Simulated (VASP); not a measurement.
A run of VASP 6.6.1 is set up as follows.

File INCAR:

```
SYSTEM = Be
PREC = Accurate
ENCUT = 520
EDIFF = 1E-6
ISMEAR = 0
SIGMA = 0.1
LREAL = .FALSE.
LASPH = .TRUE.
NELM = 100
ALGO = Fast
ISIF = 2
LWAVE = .FALSE.
LCHARG = .FALSE.
GGA = PS
NBANDS = 7
```

File KPOINTS:

```
Automatic mesh
0
G
  30 30 30
  0 0 0
```

File POSCAR:

```
Be
1.0
   -1.2462649737      1.2462649737      1.2462649737
    1.2462649737     -1.2462649737      1.2462649737
    1.2462649737      1.2462649737     -1.2462649737
Be
1
Direct
    0.0000000000      0.0000000000      0.0000000000
```

Potentials or basis: VASP PAW PBE potentials, release 64 (Be).

Run with:

```bash
$ cat potpaw_PBE.64/Be/POTCAR > POTCAR
$ mpirun -np 1 vasp_std > vasp.out
```

What does it give for the pressure?

0.4 GPa.

Estimate the band gap on the k mesh.

zero (bands 1 and 2 overlap by 5.39 eV).

Caveat: the PAW data sets were made with another functional, which shifts forces and pressure a little.
